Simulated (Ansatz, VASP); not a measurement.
## Re: VASP beside Ansatz

INCAR

```
SYSTEM = Re
PREC     = Accurate       ! precision mode
ENCUT    = 520            ! plane-wave cutoff, eV
EDIFF    = 1E-6           ! SCF threshold, eV
ISMEAR   = 0              ! smearing method
SIGMA    = 0.15           ! smearing width, eV
LREAL    = .FALSE.        ! projectors in reciprocal space
LASPH    = .TRUE.         ! aspherical terms in the spheres
NELM     = 80             ! most SCF steps
ALGO     = Normal         ! electronic algorithm
ISIF     = 2              ! what is computed and relaxed
LWAVE    = .FALSE.        ! write WAVECAR
LCHARG   = .FALSE.        ! write CHGCAR
GGA      = PS             ! functional
NBANDS   = 10             ! bands
```

KPOINTS

```
regular mesh
0
G
  20 20 20
  0 0 0
```

POSCAR

```
Re
1.0
    0.0000000000      1.8170000000      1.8960000000
    1.8170000000      0.0000000000      1.8960000000
    1.8170000000      1.8170000000      0.0000000000
Re
1
Direct
    0.0000000000      0.0000000000      0.0000000000
```

Input for Ansatz:

```yaml
crystal:
  lattice:
    - [0.0, 1.817, 1.896]
    - [1.817, 0.0, 1.896]
    - [1.817, 1.817, 0.0]
  atoms:
    - { symbol: Re, position: [0.0, 0.0, 0.0] }
basis:
  ecutwfc: 420
kpoints:
  mp_grid: { grid: [20, 20, 20] }
hamiltonian:
  xc: pbesol
scf:
  occupations: { method: gaussian, width: 0.15 }
output:
  forces: true
  stress: true
  eigenvalues: true
  write_density: true
  write_potential: true
  elf: true
  volumetric_format: npy
```

Change from the starting cell: strain -0.080 along x and y, -0.040 along z, atoms carried along.

Alike in both runs: task single point; functional PBEsol; k mesh 20 × 20 × 20; occupations gaussian, width 0.15 eV; no spin polarisation.

|  | VASP | Ansatz |
| --- | --- | --- |
| version | VASP 6.6.1 | Ansatz 0.2.0 |
| potentials or method | VASP PAW PBE potentials, release 64 (Re), cutoff 520 eV | scalar-relativistic, plane waves, PAW |
| valence electrons in the cell | 7 | 15 |

```csv
,VASP,Ansatz,Ansatz less VASP
gap on the k mesh at the Fermi level (eV),none,none,-
pressure (GPa),86.6,84.1,-2.51
"traceless stress, the component that is largest in VASP (GPa)",-13.41,-13.57,-0.160
```

VASP's potentials were made for PBE, not for PBEsol. A gap of «none» marks a metal or a gap that the smearing closes. Both programs put the cell under a high pressure, so it lies far from rest at this level. The functional is the same, so the differences come from potentials, cutoffs and numerics. VASP's potentials hold 7 valence electrons a cell and Ansatz's 15, so a difference there can come from the potentials and not from the codes.

Neither program's run includes spin-orbit coupling. Noted on VASP's run: the cell as given lies far from equilibrium.
